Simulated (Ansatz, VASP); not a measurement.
# Two plane-wave programs on CdTe

INCAR

```
SYSTEM = CdTe
PREC = Accurate ; ENCUT = 520
EDIFF = 1E-6 ; ISMEAR = 0
SIGMA = 0.05 ; LREAL = .FALSE.
LASPH = .TRUE. ; NELM = 60
ALGO = Normal ; ISIF = 2
LWAVE = .FALSE. ; LCHARG = .TRUE.
GGA = RE ; LELF = .TRUE.
LVHAR = .TRUE. ; NBANDS = 16
```

The input KPOINTS:

```
regular mesh
0
G
  6 6 6
  0 0 0
```

Contents of POSCAR:

```
CdTe
1.0
    0.0000000000      3.3240922641      3.3240922641
    3.3240922641      0.0000000000      3.3240922641
    3.3240922641      3.3240922641      0.0000000000
Cd Te
1 1
Direct
    0.0000000000      0.0000000000      0.0000000000
    0.2500000000      0.2500000000      0.2500000000
```

Input for Ansatz:

```yaml
crystal:
  lattice:
    - [0.0, 3.3240922641, 3.3240922641]
    - [3.3240922641, 0.0, 3.3240922641]
    - [3.3240922641, 3.3240922641, 0.0]
  atoms:
    - { symbol: Cd, position: [0.0, 0.0, 0.0] }
    - { symbol: Te, position: [0.25, 0.25, 0.25] }
basis:
  ecutwfc: 420
  ecutrho_ratio: 4
kpoints:
  mp_grid: { grid: [6, 6, 6] }
hamiltonian:
  xc: revpbe
scf:
  occupations: { method: gaussian, width: 0.05 }
output:
  forces: true
  stress: true
  eigenvalues: true
```

Alike in both runs: task single point; functional revPBE; k mesh 6 × 6 × 6; occupations gaussian, width 0.05 eV; no spin polarisation.

|  | VASP | Ansatz |
| --- | --- | --- |
| version | VASP 6.6.1 | Ansatz 0.2.0 |
| potentials or method | VASP PAW PBE potentials, release 64 (Cd, Te), cutoff 520 eV | scalar-relativistic, plane waves, PAW |
| valence electrons in the cell | 18 | 36 |

VASP gave:

```
gap on the k mesh at the Fermi level (eV) : 0.65
least direct gap on the mesh (eV)         : 0.65
pressure (GPa)                            : 0.8
```

Problem. Estimate Ansatz's values.

Solution. gap on the k mesh at the Fermi level (eV): 0.66; least direct gap on the mesh (eV): 0.66; pressure (GPa): 0.6.

VASP's potentials were made for PBE, not for revPBE. The functional is the same, so the differences come from potentials, cutoffs and numerics. VASP's potentials hold 18 valence electrons a cell and Ansatz's 36, so a difference there can come from the potentials and not from the codes.

Neither program's run includes spin-orbit coupling.
